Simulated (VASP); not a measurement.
# BaTiO3 (P4/mmm) in VASP: a series of runs

Runs on BaTiO3. Level: PBEsol. Tasks: single point.

Everything below comes from runs of VASP 6.6.1. Logs are shortened: lines on timing, memory, paths and dates and some standing lists are left out, and cuts for length are marked.

### 1 The cell of the first run

Symmetry: P4/mmm, No. 123, tetragonal system. Conventional cell: a = 3.991 Å, b = 3.991 Å, c = 3.890 Å, α = 90.00°, β = 90.00°, γ = 90.00°. Within 3.7 Å of Ba (site symmetry 4/mmm) lie 12 O at 2.79 to 2.82 Å and 8 Ti at 3.43 Å. Within 2.6 Å of Ti (site symmetry 4/mmm) lie 6 O at 1.95 to 2.00 Å. O (site symmetry 4/mmm) has 2 Ti at 1.95 Å within 2.6 Å. O (site symmetry mmm) has 2 Ti at 2.00 Å within 2.6 Å.

### 2 Single point, PBEsol (uniaxial strain along a: -2.0 %, then relaxed in part)

Input file INCAR:

```
SYSTEM = BaTiO3
ALGO     = Normal         ! electronic algorithm
EDIFF    = 1E-6           ! SCF threshold, eV
ENCUT    = 520            ! plane-wave cutoff, eV
GGA      = PS             ! functional
ISIF     = 2              ! what is computed and relaxed
ISMEAR   = 0              ! smearing method
LASPH    = .TRUE.         ! aspherical terms in the spheres
LCHARG   = .FALSE.        ! write CHGCAR
LREAL    = .FALSE.        ! projectors in reciprocal space
LWAVE    = .FALSE.        ! write WAVECAR
NBANDS   = 28             ! bands
NELM     = 60             ! most SCF steps
PREC     = Accurate       ! precision mode
SIGMA    = 0.02           ! smearing width, eV
```

Input file KPOINTS:

```
k-points
0
G
  8 8 8
  0 0 0
```

Input file POSCAR:

```
BaTiO3
1.0
    3.8904719457      0.0000000000      0.0000000000
    0.0000000000      3.9911066064      0.0000000000
    0.0000000000      0.0000000000      3.9911066064
Ba Ti O
1 1 3
Direct
    0.5000000000      0.5000000000      0.5000000000
    0.0000000000      0.0000000000      0.0000000000
    0.5000000000      0.0000000000      0.0000000000
    0.0000000000      0.5000000000      0.0000000000
    0.0000000000      0.0000000000      0.5000000000
```

Potentials or basis: VASP PAW PBE potentials, release 64 (Ba_sv, Ti_sv, O).

The run is started by

```sh
$ cat potpaw_PBE.64/Ba_sv/POTCAR potpaw_PBE.64/Ti_sv/POTCAR potpaw_PBE.64/O/POTCAR > POTCAR
$ mpirun -np 1 vasp_std > vasp.out
```

OUTCAR:

```text
SYSTEM = BaTiO3
   EDIFF = 1E-6
   ENCUT = 520
   GGA = PS
   ISIF = 2
   ISMEAR = 0
   LASPH = .TRUE.
   LREAL = .FALSE.
   NELM = 60
   PREC = Accurate

 ion  position               nearest neighbor table
   1  0.500  0.500  0.500-   4 2.79   5 2.79   4 2.79   5 2.79   4 2.79   5 2.79   4 2.79   5 2.79
                             3 2.82   3 2.82   3 2.82   3 2.82   2 3.43   2 3.43   2 3.43   2 3.43
   2  0.000  0.000  0.000-   3 1.95   3 1.95   5 2.00   5 2.00   4 2.00   4 2.00   1 3.43   1 3.43
                             1 3.43   1 3.43   1 3.43   1 3.43   1 3.43   1 3.43
   3  0.500  0.000  0.000-   2 1.95   2 1.95   1 2.82   1 2.82   1 2.82   1 2.82
   4  0.000  0.500  0.000-   2 2.00   2 2.00   1 2.79   1 2.79   1 2.79   1 2.79
   5  0.000  0.000  0.500-   2 2.00   2 2.00   1 2.79   1 2.79   1 2.79   1 2.79

  LATTYP: Found a simple tetragonal cell.
 ALAT       =     3.9911066064
 C/A-ratio  =     0.9747852737

  Lattice vectors:

 A1 = (   0.0000000000,   3.9911066064,   0.0000000000)
 A2 = (   0.0000000000,   0.0000000000,   3.9911066064)
 A3 = (   3.8904719457,   0.0000000000,   0.0000000000)

Analysis of symmetry for initial positions (statically):
=====================================================================
 Subroutine PRICEL returns:
 Original cell was already a primitive cell.

 Routine SETGRP: Setting up the symmetry group for a
 simple tetragonal supercell.

 Subroutine GETGRP returns: Found 16 space group operations
 (whereof 16 operations were pure point group operations)
 out of a pool of 16 trial point group operations.

The static configuration has the point symmetry D_4h.

Analysis of symmetry for dynamics (positions and initial velocities):
=====================================================================
 Subroutine PRICEL returns:
 Original cell was already a primitive cell.

 Routine SETGRP: Setting up the symmetry group for a
 simple tetragonal supercell.

 Subroutine GETGRP returns: Found 16 space group operations
 (whereof 16 operations were pure point group operations)
 out of a pool of 16 trial point group operations.

The dynamic configuration has the point symmetry D_4h.

 Subroutine INISYM returns: Found 16 space group operations
 (whereof 16 operations are pure point group operations),
 and found     1 'primitive' translations

----------------------------------------------------------------------------------------

                                     Primitive cell

  volume of cell :      61.9711

  direct lattice vectors                    reciprocal lattice vectors
     3.890471946  0.000000000  0.000000000     0.257038224  0.000000000  0.000000000
     0.000000000  3.991106606  0.000000000     0.000000000  0.250557076  0.000000000
     0.000000000  0.000000000  3.991106606     0.000000000  0.000000000  0.250557076

  length of vectors
     3.890471946  3.991106606  3.991106606     0.257038224  0.250557076  0.250557076

  position of ions in fractional coordinates (direct lattice)
     0.500000000  0.500000000  0.500000000
     0.000000000  0.000000000  0.000000000
     0.500000000  0.000000000  0.000000000
     0.000000000  0.500000000  0.000000000
     0.000000000  0.000000000  0.500000000

  ion indices of the primitive-cell ions
   primitive index   ion index
                 1           1
                 2           2
                 3           3
                 4           4
                 5           5

----------------------------------------------------------------------------------------

 KPOINTS: k-points

Automatic generation of k-mesh.
 Grid dimensions read from file:
 generate k-points for:    8    8    8

 Generating k-lattice:

  Cartesian coordinates                     Fractional coordinates (reciprocal lattice)
     0.032129778  0.000000000  0.000000000     0.125000000  0.000000000  0.000000000
     0.000000000  0.031319634  0.000000000     0.000000000  0.125000000  0.000000000
     0.000000000  0.000000000  0.031319634     0.000000000  0.000000000  0.125000000

  Length of vectors
     0.032129778  0.031319634  0.031319634

  Shift w.r.t. Gamma in fractional coordinates (k-lattice)
     0.000000000  0.000000000  0.000000000

 Subroutine IBZKPT returns following result:
 ===========================================

 Found     75 irreducible k-points:

 Following reciprocal coordinates:
            Coordinates               Weight
  0.000000  0.000000  0.000000      1.000000
  0.125000  0.000000  0.000000      2.000000
  0.250000  0.000000  0.000000      2.000000
  0.375000  0.000000  0.000000      2.000000
  0.500000  0.000000  0.000000      1.000000
  0.000000  0.125000  0.000000      4.000000
[... 16 lines left out ...]
  0.250000  0.500000  0.000000      4.000000
  0.375000  0.500000  0.000000      4.000000
 [... further k-points ...]
   k-points           NKPTS =     75   k-points in BZ     NKDIM =     75   number of bands    NBANDS=     28
   number of dos      NEDOS =    301   number of ions     NIONS =      5
   total plane-waves  NPLWV =  27000
   dimension x,y,z NGX =    30 NGY =   30 NGZ =   30
   dimension x,y,z NGXF=    60 NGYF=   60 NGZF=   60
   ions per type =               1   1   3
   NGX,Y,Z   is equivalent  to a cutoff of  12.82, 12.50, 12.50 a.u.
   NGXF,Y,Z  is equivalent  to a cutoff of  25.64, 24.99, 24.99 a.u.
 SYSTEM =  BaTiO3
   PREC   = accura    normal or accurate (medium, high low for compatibility)
   ISTART =      0    job   : 0-new  1-cont  2-samecut
   ICHARG =      2    charge: 1-file 2-atom 10-const
   ISPIN  =      1    spin polarized calculation?
   LNONCOLLINEAR =      F non collinear calculations
   LSORBIT =      F    spin-orbit coupling
   LASPH  =      T    aspherical Exc in radial PAW
   ENCUT  =  520.0 eV  38.22 Ry    6.18 a.u.   7.23  7.42  7.42*2*pi/ulx,y,z
   NELM   =     60;   NELMIN=  2; NELMDL= -5     # of ELM steps
   EDIFF  = 0.1E-05   stopping-criterion for ELM
   LREAL  =      F    real-space projection
   EDIFFG = 0.1E-04   stopping-criterion for IOM
   NSW    =      0    number of steps for IOM
   IBRION =     -1    ionic relax: 0-MD 1-quasi-New 2-CG
   NFREE  =      0    steps in history (QN), initial steepest desc. (CG)
   ISIF   =      2    stress and relaxation
   ISYM   =      2    0-nonsym 1-usesym 2-fastsym
   POTIM  = 0.5000    time-step for ionic-motion
   TEBEG  =    0.0;   TEEND  =   0.0 temperature during run
   PSTRESS=    0.0 pullay stress
   NELECT =      40.0000    total number of electrons
   NUPDOWN=      -1.0000    fix difference up-down
   EMIN   =  10.00;   EMAX   =-10.00  energy-range for DOS
   EFERMI =   0.00;   METHOD = LEGACY
   ISMEAR =     0;   SIGMA  =   0.02  broadening in eV -4-tet -1-fermi 0-gaus
   EFERMI_NEDOS =   21; number of points for ismear=-14 and -15
   IALGO  =     38    algorithm
   IMIX   =      4    mixing-type and parameters
     AMIX     =   0.40;   BMIX     =  1.00
     AMIX_MAG =   1.60;   BMIX_MAG =  1.00
  volume/ion in A,a.u.               =      12.39        83.64
  Fermi-wavevector in a.u.,A,eV,Ry     =   1.414811  2.673606 27.234659  2.001691
  Thomas-Fermi vector in A             =   2.536315
   LORBIT       =      0    0 simple, 1 ext, 2 COOP (PROOUT), +10 PAW based schemes
   GGA     = PS    functional components
   LHFCALC =     F    Hartree Fock is set to
   AEXX    =    0.0000 exact exchange contribution
   IVDW    =     0    specifies the selected vdW correction
   LEPSILON=     F    determine dielectric tensor
   LRPA    =     F    only Hartree local field effects (RPA)
 non-spin polarized calculation
 Gauss-broadening in eV      SIGMA  =   0.02
  energy-cutoff  :      520.00
  volume of cell :       61.97
 maximum number of plane-waves:      1695
 NGX is ok and might be reduce to    30
   NGX = 15   NGY = 15   NGZ = 15

 number of electron      39.9999987 magnetization

 Free energy of the ion-electron system (eV)
  ---------------------------------------------------
  ext. energy  EPLUGINS =         0.00000000
  ---------------------------------------------------
  free energy    TOTEN  =       -41.94616687 eV

  energy without entropy =      -41.94616687  energy(sigma->0) =      -41.94616687

 E-fermi :   4.2012     XC(G=0): -11.6980

 val. band max:        3.9845786528   @ k =   0.5000   0.5000   0.5000
 cond. band min:       5.6889187216   @ k =   0.0000   0.0000   0.0000
 fundamental gap:      1.7043400688
 Fermi energy:         4.2012396517

 k-point     1 :       0.0000    0.0000    0.0000
  band No.  band energies     occupation
      1     -52.2634      2.00000
      2     -28.6225      2.00000
      3     -28.6021      2.00000
      4     -28.6021      2.00000
      5     -20.7297      2.00000
      6     -12.9553      2.00000
[... 20 lines left out ...]
     27       9.0463      0.00000
     28      11.5344      0.00000

 k-point     2 :       0.1250    0.0000    0.0000
  band No.  band energies     occupation
      1     -52.2631      2.00000
      2     -28.6341      2.00000
      3     -28.6016      2.00000
      4     -28.6016      2.00000
      5     -20.7062      2.00000
      6     -12.9365      2.00000
[... 20 lines left out ...]
     27       9.3826      0.00000
     28      11.9462      0.00000

 k-point     3 :       0.2500    0.0000    0.0000
  band No.  band energies     occupation
      1     -52.2625      2.00000
      2     -28.6620      2.00000
      3     -28.6005      2.00000
      4     -28.6005      2.00000
      5     -20.6483      2.00000
      6     -12.9824      2.00000
[... 20 lines left out ...]
     27      10.1834      0.00000
     28      12.3578      0.00000

 k-point     4 :       0.3750    0.0000    0.0000
  band No.  band energies     occupation
      1     -52.2619      2.00000
      2     -28.6895      2.00000
      3     -28.5993      2.00000
      4     -28.5993      2.00000
      5     -20.5889      2.00000
      6     -13.1106      2.00000
[... 20 lines left out ...]
     27      11.2097      0.00000
     28      12.2039      0.00000

 k-point     5 :       0.5000    0.0000    0.0000
  band No.  band energies     occupation
      1     -52.2617      2.00000
      2     -28.7009      2.00000
      3     -28.5989      2.00000
      4     -28.5989      2.00000
      5     -20.5638      2.00000
      6     -13.1743      2.00000
[... 20 lines left out ...]
     27      11.7603      0.00000
     28      12.1388      0.00000

 k-point     6 :       0.0000    0.1250    0.0000
  band No.  band energies     occupation
      1     -52.2632      2.00000
      2     -28.6222      2.00000
      3     -28.6106      2.00000
      4     -28.6017      2.00000
      5     -20.7096      2.00000
      6     -12.9818      2.00000
[... 463 lines left out ...]
      5     -20.5889      2.00000
      6     -13.2819      2.00000
[... 20 lines left out ...]
     27      11.6146      0.00000
     28      12.2876      0.00000

 k-point    22 :       0.1250    0.5000    0.0000
  band No.  band energies     occupation
      1     -52.2620      2.00000
      2     -28.6590      2.00000
      3     -28.6316      2.00000
      4     -28.5993      2.00000
      5     -20.5735      2.00000
      6     -13.1888      2.00000
[... 20 lines left out ...]
     27      11.9171      0.00000
     28      12.5572      0.00000

 k-point    23 :       0.2500    0.5000    0.0000
  band No.  band energies     occupation
      1     -52.2614      2.00000
      2     -28.6587      2.00000
      3     -28.6572      2.00000
      4     -28.5982      2.00000
      5     -20.5359      2.00000
      6     -12.9487      2.00000
[... 20 lines left out ...]
     27      12.7751      0.00000
     28      12.8149      0.00000

 k-point    24 :       0.3750    0.5000    0.0000
  band No.  band energies     occupation
      1     -52.2608      2.00000
      2     -28.6856      2.00000
      3     -28.6553      2.00000
      4     -28.5971      2.00000
      5     -20.4976      2.00000
      6     -12.6703      2.00000
[... 20 lines left out ...]
     27      12.1902      0.00000
     28      13.8378      0.00000

 [... further k-points ...]
[... 5 lines left out ...]
  --------------------------------------------------------------------------------------
  -------------------------------------------------------------------------------------
  Total        3.0532546      0.7644657      0.7644657      0.0000000      0.0000000      0.0000000
  in kB       78.9377354     19.7642186     19.7642186      0.0000000      0.0000000      0.0000000
  external PRESSURE =      39.4887242 kB  Pullay stress =       0.0000000 kB

 VOLUME and BASIS-vectors are now :
 -----------------------------------------------------------------------------
  energy-cutoff  :      520.00
  volume of cell :       61.97
      direct lattice vectors                 reciprocal lattice vectors
     3.890471946  0.000000000  0.000000000     0.257038224  0.000000000  0.000000000
     0.000000000  3.991106606  0.000000000     0.000000000  0.250557076  0.000000000
     0.000000000  0.000000000  3.991106606     0.000000000  0.000000000  0.250557076

 POSITION                                       TOTAL-FORCE (eV/Angst)
 -----------------------------------------------------------------------------------
      1.94524      1.99555      1.99555         0.000000      0.000000      0.000000
      0.00000      0.00000      0.00000         0.000000      0.000000      0.000000
      1.94524      0.00000      0.00000         0.000000      0.000000      0.000000
      0.00000      1.99555      0.00000         0.000000      0.000000      0.000000
      0.00000      0.00000      1.99555         0.000000      0.000000      0.000000
 -----------------------------------------------------------------------------------
    total drift:                                0.000000     -0.000000      0.000000

  FREE ENERGIE OF THE ION-ELECTRON SYSTEM (eV)
  ---------------------------------------------------
  free  energy   TOTEN  =       -41.9461668723 eV

  energy  without entropy=      -41.9461668723  energy(sigma->0) =      -41.94616687
```

Wall time 56 s (1 thread of Intel Xeon 6975P-C (Granite Rapids), shared host); peak memory 0.26 GiB.

What came out:

```yaml
Free_energy: -41.9462 eV
Pressure: 3.9 GPa
Band_gap_on_the_k_mesh: 1.70 eV, indirect (least direct gap 1.81 eV)
```

Stress tensor (GPa, compression positive):
```
7.89 0.00 0.00
0.00 1.98 0.00
0.00 0.00 1.98
```

Levels at points of the mesh, in eV from the valence-band top:
```
           k point  band 16  band 17  band 18  band 19  band 20  band 21  band 22  band 23  band 24  band 25
(0.00, 0.00, 0.00)    -1.21    -1.13    -0.15    -0.15    -0.11     1.70     1.76     1.76     4.05     4.23
(0.50, 0.00, 0.00)    -2.12    -2.11    -2.01    -0.77    -0.77     1.91     3.79     3.79     4.06     6.35
(0.00, 0.50, 0.00)    -2.06    -1.82    -1.82    -0.75    -0.72     1.93     3.56     3.57     4.20     6.23
(0.50, 0.50, 0.00)    -2.88    -1.75    -0.81    -0.80    -0.10     3.57     3.80     4.13     4.96     7.95
(0.00, 0.50, 0.50)    -2.77    -1.74    -1.03    -1.03    -0.18     3.58     3.58     3.97     5.23     7.86
(0.50, 0.50, 0.50)    -2.52    -2.26    -0.07     0.00     0.00     4.28     4.41     4.41     6.66     6.80
```

Caveat: the cell differs from its parent crystal (uniaxial strain along a: -2.0 %, then relaxed in part); the PAW data sets were made with another functional, which shifts forces and pressure a little; spin-orbit coupling is left out, which moves the levels of the heavy elements. A k mesh can miss the band edges.

### 3 Single point, PBEsol (uniaxial strain along a: -2.0 %)

Input file INCAR:

```
PREC = Accurate ; ENCUT = 520
EDIFF = 1E-6 ; ISMEAR = 0
SIGMA = 0.02 ; LREAL = F
LASPH = T ; NELM = 80
ALGO = Normal ; ISIF = 2
LWAVE = F ; LCHARG = F
GGA = PS ; NBANDS = 28
```

Input file KPOINTS:

```
Automatic mesh
0
Gamma
  8 8 8
```

Changes to POSCAR since step 2:

```diff
@@ -3,4 +3,4 @@
     3.8904719457      0.0000000000      0.0000000000
-    0.0000000000      3.9911066064      0.0000000000
-    0.0000000000      0.0000000000      3.9911066064
+    0.0000000000      3.9897186790      0.0000000000
+    0.0000000000      0.0000000000      3.9897186790
 Ba Ti O
```

Potentials or basis: VASP PAW PBE potentials, release 64 (Ba_sv, Ti_sv, O).

The run is started by

```sh
$ cat potpaw_PBE.64/Ba_sv/POTCAR potpaw_PBE.64/Ti_sv/POTCAR potpaw_PBE.64/O/POTCAR > POTCAR
$ mpirun -np 1 vasp_std > vasp.out
```

It took 70 s on 1 thread of Intel Xeon 6975P-C (Granite Rapids), shared host; peak memory 0.26 GiB.

It converged, with:

```yaml
Free_energy: -41.9456 eV
Pressure: 4.1 GPa
Band_gap_on_the_k_mesh: 1.71 eV, indirect (least direct gap 1.82 eV)
```

Stress tensor (GPa, compression positive):
```
8.03 0.00 0.00
0.00 2.18 0.00
0.00 0.00 2.18
```

Levels at points of the mesh, in eV from the valence-band top:
| k point | band 16 | band 17 | band 18 | band 19 | band 20 | band 21 | band 22 | band 23 | band 24 | band 25 |
| --- | --- | --- | --- | --- | --- | --- | --- | --- | --- | --- |
| (0.00, 0.00, 0.00) | -1.22 | -1.13 | -0.15 | -0.15 | -0.11 | 1.71 | 1.76 | 1.76 | 4.06 | 4.24 |
| (0.50, 0.00, 0.00) | -2.12 | -2.11 | -2.01 | -0.77 | -0.77 | 1.91 | 3.80 | 3.80 | 4.07 | 6.35 |
| (0.00, 0.50, 0.00) | -2.06 | -1.83 | -1.82 | -0.74 | -0.72 | 1.93 | 3.56 | 3.57 | 4.21 | 6.24 |
| (0.50, 0.50, 0.00) | -2.88 | -1.75 | -0.81 | -0.80 | -0.10 | 3.58 | 3.81 | 4.13 | 4.96 | 7.95 |
| (0.00, 0.50, 0.50) | -2.78 | -1.74 | -1.03 | -1.03 | -0.18 | 3.58 | 3.58 | 3.98 | 5.23 | 7.87 |
| (0.50, 0.50, 0.50) | -2.52 | -2.26 | -0.06 | 0.00 | 0.00 | 4.29 | 4.42 | 4.42 | 6.67 | 6.80 |

Caveat: the cell differs from its parent crystal (uniaxial strain along a: -2.0 %); the PAW data sets were made with another functional, which shifts forces and pressure a little; spin-orbit coupling is left out, which moves the levels of the heavy elements. A k mesh can miss the band edges.
